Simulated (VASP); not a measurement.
Write the native input for VASP 6.6.1 that does the following.

```
Task                   : single point
Functional             : r2SCAN
Potentials or basis    : VASP PAW PBE potentials, release 64 (Si, C)
Cutoff                 : 520 eV
k mesh                 : 12 × 12 × 6
Occupations            : gaussian, width 0.05 eV
Spin                   : no spin polarisation
Dipole correction      : no
Further INCAR settings : ALGO = Normal; EDIFF = 1e-06; NBANDS = 16
```

SiC:

```xyz
4
Lattice="2.9829 0.0000 0.0000 -1.4915 2.5833 0.0000 0.0000 0.0000 5.0482" Properties=species:S:1:pos:R:3 pbc="T T T"
Si    0.0000    1.7222    0.0232
Si    1.4915    0.8611    2.5473
C     0.0000    1.7222    1.9203
C     1.4915    0.8611    4.4444
```

This cell differs from its parent crystal: strain -0.0300 x Voigt [1, 1, 0, 0, 0, 0].

The input as run:

POSCAR

```
SiC
1.0
    2.9829391557      0.0000000000      0.0000000000
   -1.4914695778      2.5833010868      0.0000000000
    0.0000000000      0.0000000000      5.0481668544
Si C
2 2
Direct
    0.3333333333      0.6666666667      0.0046028828
    0.6666666667      0.3333333333      0.5046028828
    0.3333333333      0.6666666667      0.3803971172
    0.6666666667      0.3333333333      0.8803971172
```

INCAR.step1

```
PREC     = Accurate       # precision mode
ENCUT    = 520            # plane-wave cutoff, eV
ISMEAR   = 0              # smearing method
SIGMA    = 0.05           # smearing width, eV
LREAL    = False          # projectors in reciprocal space
LASPH    = True           # aspherical terms in the spheres
NELM     = 80             # most SCF steps
NBANDS   = 16             # bands
GGA      = PE             # functional
ALGO     = Normal         # electronic algorithm
EDIFF    = 1E-4           # SCF threshold, eV
LWAVE    = True           # write WAVECAR
LCHARG   = False          # write CHGCAR
```

INCAR.step2

```
PREC     = Accurate       # precision mode
ENCUT    = 520            # plane-wave cutoff, eV
EDIFF    = 1E-6           # SCF threshold, eV
ISMEAR   = 0              # smearing method
SIGMA    = 0.05           # smearing width, eV
LREAL    = False          # projectors in reciprocal space
LASPH    = True           # aspherical terms in the spheres
NELM     = 80             # most SCF steps
ALGO     = Normal         # electronic algorithm
ISIF     = 2              # what is computed and relaxed
LWAVE    = False          # write WAVECAR
LCHARG   = True           # write CHGCAR
METAGGA  = R2SCAN         # meta-GGA
LMIXTAU  = True         
LELF     = True           # ELF
LVHAR    = True         
NBANDS   = 16             # bands
ISTART   = 1
```

KPOINTS

```
regular mesh
0
Gamma
  12 12 6
```

Potentials or basis: VASP PAW PBE potentials, release 64 (Si, C).

Run with:

```bash
$ cat potpaw_PBE.64/Si/POTCAR potpaw_PBE.64/C/POTCAR > POTCAR
$ cp INCAR.step1 INCAR
$ mpirun -np 1 vasp_std > vasp.out
$ cp INCAR.step2 INCAR
$ mpirun -np 1 vasp_std > vasp.out
```

It gave:

```yaml
Pressure: 15.9 GPa
Largest_force: 0.354 eV/Å
Band_gap_on_the_k_mesh: 2.43 eV, indirect (least direct gap 4.92 eV)
```

Caveat: the cell differs from its parent crystal (strain -0.0300 x Voigt [1, 1, 0, 0, 0, 0]); the PAW data sets were made with another functional, which shifts forces and pressure a little.

It took 110 s on 1 thread of AMD EPYC 9R45 96-Core Processor (Zen 5), on a shared host, peak memory 0.15 GiB.
